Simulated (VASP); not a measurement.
# Co in VASP: single point with PBE

Aim: the single point of Co with PBE.

All numbers are computed with VASP 6.6.1; they aren't measurements. Logs are shortened: lines on timing, memory, paths and dates and some standing lists are left out, and cuts for length are marked.

## 1. The cell of the first run

The cell holds a slab with vacuum, 7 atoms: a = 2.493 Å, b = 2.493 Å, c = 28.111 Å, α = 90.00°, β = 90.00°, γ = 120.00°.

## 2. Single point, PBE, collinear spin, ferromagnetic start

Input file INCAR:

```
SYSTEM = Co
ALGO = Normal ; DIPOL = 0.5 0.5 0.500
EDIFF = 1E-6 ; ENCUT = 520
GGA = PE ; IDIPOL = 3
ISIF = 2 ; ISMEAR = -1
ISPIN = 2 ; LASPH = .True.
LCHARG = .False. ; LDIPOL = .True.
LMAXMIX = 4 ; LORBIT = 11
LREAL = .False. ; LWAVE = .False.
MAGMOM = 1.7 1.7 1.7 1.7 1.7 1.7 1.7 ; NBANDS = 44
NELM = 150 ; PREC = Accurate
SIGMA = 0.1
```

Input file KPOINTS:

```
k-points
0
Gamma
  15 15 1
  0 0 0
```

Input file POSCAR:

```
Co
1.0
    2.4930397862      0.0000000000      0.0000000000
   -1.2465198931      2.1590357875      0.0000000000
    0.0000000000      0.0000000000     28.1108000000
Co
7
Direct
    0.0000000000      0.0000000000      0.2860076755
    0.3333333333      0.6666666667      0.3557477327
    0.0000000000      0.0000000000      0.4284136853
    0.3333333333      0.6666666667      0.5000000910
    0.0000000000      0.0000000000      0.5715863955
    0.3333333333      0.6666666667      0.6442522157
    0.0000000000      0.0000000000      0.7139922043
```

Potentials or basis: VASP PAW PBE potentials, release 64 (Co).

Command:

```console
cat potpaw_PBE.64/Co/POTCAR > POTCAR
mpirun -np 1 vasp_std > vasp.out
```

OUTCAR:

```text
SYSTEM = Co
   EDIFF = 1E-6
   ENCUT = 520
   GGA = PE
   ISIF = 2
   ISMEAR = -1
   ISPIN = 2
   LASPH = .True.
   LORBIT = 11
   LREAL = .False.
   NELM = 150
   PREC = Accurate

 ion  position               nearest neighbor table
   1  0.000  0.000  0.286-   2 2.43   2 2.43   2 2.43
   2  0.333  0.667  0.356-   1 2.43   1 2.43   1 2.43   3 2.50   3 2.50   3 2.50
   3  0.000  0.000  0.428-   4 2.47   4 2.47   4 2.47   2 2.50   2 2.50   2 2.50
   4  0.333  0.667  0.500-   5 2.47   5 2.47   5 2.47   3 2.47   3 2.47   3 2.47
   5  0.000  0.000  0.572-   4 2.47   4 2.47   4 2.47   6 2.50   6 2.50   6 2.50
   6  0.333  0.667  0.644-   7 2.43   7 2.43   7 2.43   5 2.50   5 2.50   5 2.50
   7  0.000  0.000  0.714-   6 2.43   6 2.43   6 2.43

  LATTYP: Found a hexagonal cell.
 ALAT       =     2.4930397862
 C/A-ratio  =    11.2757125480

  Lattice vectors:

 A1 = (   2.4930397862,   0.0000000000,   0.0000000000)
 A2 = (  -1.2465198931,   2.1590357875,   0.0000000000)
 A3 = (   0.0000000000,   0.0000000000,  28.1108000000)

Analysis of symmetry for initial positions (statically):
=====================================================================
 Subroutine PRICEL returns:
 Original cell was already a primitive cell.

 Routine SETGRP: Setting up the symmetry group for a
 hexagonal supercell.

 Subroutine GETGRP returns: Found 12 space group operations
 (whereof 12 operations were pure point group operations)
 out of a pool of 24 trial point group operations.

The static configuration has the point symmetry D_3h.

Analysis of symmetry for dynamics (positions and initial velocities):
=====================================================================
 Subroutine PRICEL returns:
 Original cell was already a primitive cell.

 Routine SETGRP: Setting up the symmetry group for a
 hexagonal supercell.

 Subroutine GETGRP returns: Found 12 space group operations
 (whereof 12 operations were pure point group operations)
 out of a pool of 24 trial point group operations.

The dynamic configuration has the point symmetry D_3h.

Analysis of structural, dynamic, and magnetic symmetry:
=====================================================================
 Subroutine PRICEL returns:
 Original cell was already a primitive cell.

 Routine SETGRP: Setting up the symmetry group for a
 hexagonal supercell.

 Subroutine GETGRP returns: Found 12 space group operations
 (whereof 12 operations were pure point group operations)
 out of a pool of 24 trial point group operations.

The overall configuration has the point symmetry D_3h.

[... 156 lines left out ...]
  free energy    TOTEN  =       -47.93684162 eV

  energy without entropy =      -47.72158919  energy(sigma->0) =      -47.82921541

 E-fermi :   2.7725     XC(G=0):  -7.3950

 val. band max:        2.7637287765   @ k =   0.1333   0.1333   0.0000
 cond. band min:       2.7807462834   @ k =   0.2000   0.0000   0.0000
 fundamental gap:      0.0170175068
 Fermi energy:         2.7725280371

 spin component 1

 k-point     1 :       0.0000    0.0000    0.0000
  band No.  band energies     occupation
      1      -5.9733      1.00000
      2      -5.4943      1.00000
      3      -4.7101      1.00000
      4      -3.7057      1.00000
      5      -2.8669      1.00000
      6      -2.4877      1.00000
[... 1093 lines left out ...]
     42       6.9887      0.00000
     43       9.9842      0.00000

 [... further k-points ...]

 spin component 2

 k-point     1 :       0.0000    0.0000    0.0000
  band No.  band energies     occupation
      1      -5.9740      1.00000
      2      -5.4860      1.00000
      3      -4.6814      1.00000
      4      -3.6046      1.00000
      5      -2.5301      1.00000
      6      -1.8013      1.00000
[... 1093 lines left out ...]
     42       7.8287      0.00000
     43      10.7197      0.00000

 [... further k-points ...]

 [bands above 43 left out]

------------------------ aborting loop because EDIFF is reached ----------------------------------------

 vacuum level on the upper side and lower side of the slab       (xc-potential included)         0.004         0.004

  FORCE on cell =-STRESS in cart. coord.  units (eV):
  Direction    XX          YY          ZZ          XY          YZ          ZX
  --------------------------------------------------------------------------------------
  -------------------------------------------------------------------------------------
  Total       -1.5295337     -1.5295337     -0.3364263      0.0000000     -0.0000000      0.0000000
  in kB      -16.1959857    -16.1959857     -3.5623637      0.0000000     -0.0000000      0.0000000
  external PRESSURE =     -11.9847783 kB  Pullay stress =       0.0000000 kB

 VOLUME and BASIS-vectors are now :
 -----------------------------------------------------------------------------
  energy-cutoff  :      520.00
  volume of cell :      151.31
      direct lattice vectors                 reciprocal lattice vectors
     2.493039786  0.000000000  0.000000000     0.401116743  0.231584860  0.000000000
    -1.246519893  2.159035788  0.000000000     0.000000000  0.463169719  0.000000000
     0.000000000  0.000000000 28.110800000     0.000000000  0.000000000  0.035573516

 POSITION                                       TOTAL-FORCE (eV/Angst)
 -----------------------------------------------------------------------------------
      0.00000      0.00000      8.03990        -0.000000     -0.000000      0.032711
     -0.00000      1.43936     10.00035        -0.000000      0.000000     -0.007997
      0.00000      0.00000     12.04305         0.000000     -0.000000      0.001658
     -0.00000      1.43936     14.05540        -0.000000      0.000000      0.000000
      0.00000      0.00000     16.06775         0.000000      0.000000     -0.001658
     -0.00000      1.43936     18.11045        -0.000000      0.000000      0.007997
      0.00000      0.00000     20.07089        -0.000000      0.000000     -0.032711
 -----------------------------------------------------------------------------------
    total drift:                               -0.000000      0.000000     -0.000004

  FREE ENERGIE OF THE ION-ELECTRON SYSTEM (eV)
  ---------------------------------------------------
  free  energy   TOTEN  =       -47.9368416182 eV

  energy  without entropy=      -47.7215891927  energy(sigma->0) =      -47.82921541

 vacuum level on the upper side and lower side of the slab         7.706         7.706

 total charge

# of ion       s       p       d       tot
------------------------------------------
    1        0.486   0.411   7.240   8.137
    2        0.489   0.526   7.267   8.283
    3        0.487   0.516   7.261   8.264
    4        0.489   0.523   7.262   8.274
    5        0.487   0.516   7.261   8.264
    6        0.489   0.526   7.267   8.283
    7        0.486   0.411   7.240   8.137
--------------------------------------------------
tot          3.411   3.429  50.800  57.641

 magnetization (x)

# of ion       s       p       d       tot
------------------------------------------
    1       -0.010  -0.039   1.787   1.738
    2       -0.015  -0.054   1.733   1.664
    3       -0.014  -0.054   1.695   1.627
    4       -0.014  -0.053   1.704   1.637
    5       -0.014  -0.054   1.695   1.627
    6       -0.015  -0.054   1.733   1.664
    7       -0.010  -0.039   1.787   1.738
--------------------------------------------------
tot         -0.092  -0.347  12.134  11.694
```

It took 9.3 min on 1 thread of Intel Xeon 6975P-C (Granite Rapids), shared host; peak memory 0.48 GiB.

What came out:

```
Free energy                                           : -47.9368 eV
Largest force                                         : 0.033 eV/Å
Net moment                                            : 11.57 μB per cell
Site moments                                          : Co +1.74, +1.66, +1.63, +1.64 (each value once) μB
Valence electrons inside the program's atomic spheres : Co 8.14, 8.28, 8.26, 8.27 (each value once)
```

Forces in eV/Å, atoms in the order of the input:
```
Co   0.000  0.000  0.033
Co   0.000  0.000 -0.008
Co   0.000  0.000  0.002
Co   0.000  0.000  0.000
Co   0.000  0.000 -0.002
Co   0.000  0.000  0.008
Co   0.000  0.000 -0.033
```
